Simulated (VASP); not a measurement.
A run of VASP 6.6.1 is set up as follows.

Contents of INCAR:

```
ALGO = Normal
EDIFF = 1E-6
ENCUT = 520
GGA = CA
ISIF = 2
ISMEAR = -1
LASPH = True
LCHARG = False
LREAL = False
LWAVE = False
NBANDS = 38
NELM = 100
PREC = Accurate
SIGMA = 0.05
```

KPOINTS

```
k-points
0
Gamma
  10 10 3
```

The input POSCAR:

```
Rh
1.0
    2.6553652331      0.0000000000      0.0000000000
   -1.3276826166      2.2996137468      0.0000000000
    0.0000000000      0.0000000000      8.6791627142
Rh
4
Direct
    0.0000000000      0.0000000000      0.0000000000
    0.3333333333      0.6666666667      0.2500000000
    0.0000000000      0.0000000000      0.5000000000
    0.6666666667      0.3333333333      0.7500000000
```

Potentials or basis: VASP PAW LDA potentials, release 64 (Rh_pv).

Launch:

```sh
$ cat potpaw_LDA.64/Rh_pv/POTCAR > POTCAR
$ mpirun -np 1 vasp_std > vasp.out
```

Question: Predict the band gap on the k mesh.

Answer: Zero (band 30 reaches 13.32 eV, above the bottom of band 31 at 11.34 eV).

Question: What does it give for the pressure?

Answer: 0.7 GPa.

Stress tensor (GPa, compression positive):
```
0.54 0.00 0.00
0.00 0.54 0.00
0.00 0.00 1.15
```
